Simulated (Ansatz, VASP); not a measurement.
# SnOs2 in VASP and in Ansatz

File INCAR:

```
SYSTEM = SnOs2
ALGO = Fast ; EDIFF = 1E-6
EDIFFG = -0.01 ; ENCUT = 600
GGA = PE ; IBRION = 2
ISIF = 3 ; ISMEAR = 0
LASPH = .True. ; LCHARG = .False.
LREAL = .False. ; LWAVE = .False.
NELM = 80 ; NSW = 100
PREC = Accurate ; SIGMA = 0.1
```

Contents of KPOINTS:

```
k-points
0
Gamma
  12 12 14
  0 0 0
```

POSCAR

```
SnOs2
1.0
    4.3712245077      0.0000000000      0.0000000000
   -2.1856122538      3.7855914693      0.0000000000
    0.0000000000      0.0000000000      3.1394932825
Sn Os
1 2
Direct
    0.0000000000      0.0000000000      0.0000000000
    0.3333333333      0.6666666667      0.5000000000
    0.6666666667      0.3333333333      0.5000000000
```

Input for Ansatz:

```yaml
crystal:
  lattice:
    - [4.3712245077, 0.0, 0.0]
    - [-2.1856122538, 3.7855914693, 0.0]
    - [0.0, 0.0, 3.1394932825]
  atoms:
    - { symbol: Sn, position: [0.0, 0.0, 0.0] }
    - { symbol: Os, position: [0.3333333333, 0.6666666667, 0.5] }
    - { symbol: Os, position: [0.6666666667, 0.3333333333, 0.5] }
basis:
  ecutwfc: 420
kpoints:
  mp_grid: { grid: [12, 12, 14] }
hamiltonian:
  xc: pbe
scf:
  occupations: { method: gaussian, width: 0.1 }
output:
  forces: true
  stress: true
  eigenvalues: true
relax:
  adjacent_minimum: "off"
  f_tol: 0.01
  max_steps: 80
  cell: { stress_tol: 0.05 }
```

Alike in both runs: task relaxation of cell and atoms; functional PBE; k mesh 12 × 12 × 14; occupations gaussian, width 0.1 eV; no spin polarisation.

|  | VASP | Ansatz |
| --- | --- | --- |
| version | VASP 6.6.1 | Ansatz 0.2.0 |
| potentials or method | VASP PAW PBE potentials, release 64 (Sn_d, Os), cutoff 600 eV | scalar-relativistic, plane waves, PAW |
| valence electrons in the cell | 30 | 46 |

Ansatz gave:

| Item | Value |
| --- | --- |
| gap on the k mesh at the Fermi level, each at its own relaxed structure (eV) | none |
| relaxed volume (Å³/atom) | 17.14 |
| relaxed cell length with the largest relative difference (Å) | 3.074 |

Question: Which values does VASP return?

Answer: gap on the k mesh at the Fermi level, each at its own relaxed structure (eV): none; relaxed volume (Å³/atom): 17.14; relaxed cell length with the largest relative difference (Å): 3.076.

A gap of «none» marks a metal or a gap that the smearing closes. VASP's potentials hold 30 valence electrons a cell and Ansatz's 46, so a difference there can come from the potentials and not from the codes.

Neither program's run includes spin-orbit coupling.
